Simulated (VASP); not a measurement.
In: single point with PBE

The system is In.

```
In
1.0
     0.00000    3.36386    3.36386
     3.36386    0.00000    3.36386
     3.36386    3.36386    0.00000
In
2
Direct
  0.12500 0.12500 0.12500
  0.87500 0.87500 0.87500
```

This isn't the form of In at room conditions, which is tetragonal.

```json
{
  "Program": "VASP 6.6.1",
  "Task": "single point",
  "Functional": "PBE",
  "Potentials or basis": "VASP PAW PBE potentials, release 64 (In_d)",
  "Cutoff": "520 eV",
  "k mesh": "13 × 13 × 13",
  "Occupations": "fermi-dirac, width 0.1 eV",
  "Spin": "no spin polarisation",
  "Dipole correction": "no",
  "Further INCAR settings": "ALGO = Normal; EDIFF = 1e-06; NBANDS = 20"
}
```

```json
{
  "Pressure": "0.1 GPa",
  "Band gap on the k mesh": "zero (bands 13 and 14 overlap by 3.09 eV)"
}
```

Levels at points of the mesh, in eV from the Fermi level:
```tsv
k point	band 11	band 12	band 13	band 14	band 15	band 16
(0.00, 0.00, 0.00)	-7.83	1.95	2.26	2.26	2.26	3.93
```

It took 2.1 min on 1 thread of Intel Xeon 8259CL (shared host), peak memory 0.23 GiB.

Caveat: spin-orbit coupling is left out, which moves the levels of the heavy elements.
